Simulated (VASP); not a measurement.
The system is LiBe.

```
Li Be
1.0
     3.23000    0.00000    0.00000
    -1.61500    2.79726    0.00000
     0.00000    0.00000    5.16800
Li Be
2 2
Cartesian
  0.0000 0.0000 0.0000
  0.0000 0.0000 2.5840
  0.0000 1.8648 1.2920
  1.6150 0.9324 3.8760
```

```yaml
Program: VASP 6.6.1
Task: relaxation of cell and atoms
Functional: PBE
Potentials_or_basis: VASP PAW PBE potentials, release 64 (Li_sv, Be)
Cutoff: 750 eV
k_mesh: 15 × 15 × 8
Occupations: fermi-dirac, width 0.1 eV
Spin: no spin polarisation
```

At the start: pressure 8.6 GPa; volume 11.67 Å³/atom.

Task: How do energy, volume and symmetry change on relaxing?

Result: Over 11 steps the energy falls by 659.9 meV/atom and the volume is 10.31 Å³/atom (-11.6 %); space group P6_3/mmc (No. 194, to 0.1 Å) before and after.

Step by step:
| step | energy change (eV) | largest force (eV/Å) | pressure (GPa) | volume (Å³) |
| --- | --- | --- | --- | --- |
| 1 | 0.0000 | 0.0000 | 8.57 | 46.69 |
| 2 | -0.2562 | 0.0000 | 3.76 | 51.01 |
| 3 | -0.4361 | 0.0000 | -1.43 | 58.89 |
| 4 | -0.4410 | 0.0000 | -2.21 | 60.72 |
| 5 | -0.5877 | 0.0000 | -2.70 | 60.13 |
| 6 | -1.1543 | 0.0000 | -4.43 | 57.40 |
| 7 | -2.4415 | 0.0000 | -7.83 | 48.51 |
| 8 | -2.5501 | 0.0000 | -4.66 | 44.04 |
| 9 | -2.5507 | 0.0000 | -4.95 | 44.35 |
| 10 | -2.6360 | 0.0000 | -1.05 | 41.83 |
| 11 | -2.6398 | 0.0000 | 0.01 | 41.26 |

Final structure:
```yaml
crystal:
  lattice:
    - [2.39729, 0.00000, 0.00000]
    - [-1.19865, 2.07612, 0.00000]
    - [0.00000, 0.00000, 8.28941]
  atoms:
    - { symbol: Li, position: [0.00000, 0.00000, 0.00000] }
    - { symbol: Li, position: [0.00000, 0.00000, 0.50000] }
    - { symbol: Be, position: [0.33333, 0.66667, 0.25000] }
    - { symbol: Be, position: [0.66667, 0.33333, 0.75000] }
```

Caveat: a cell axis changed by over 15 % at a fixed basis, so the end point is rough.
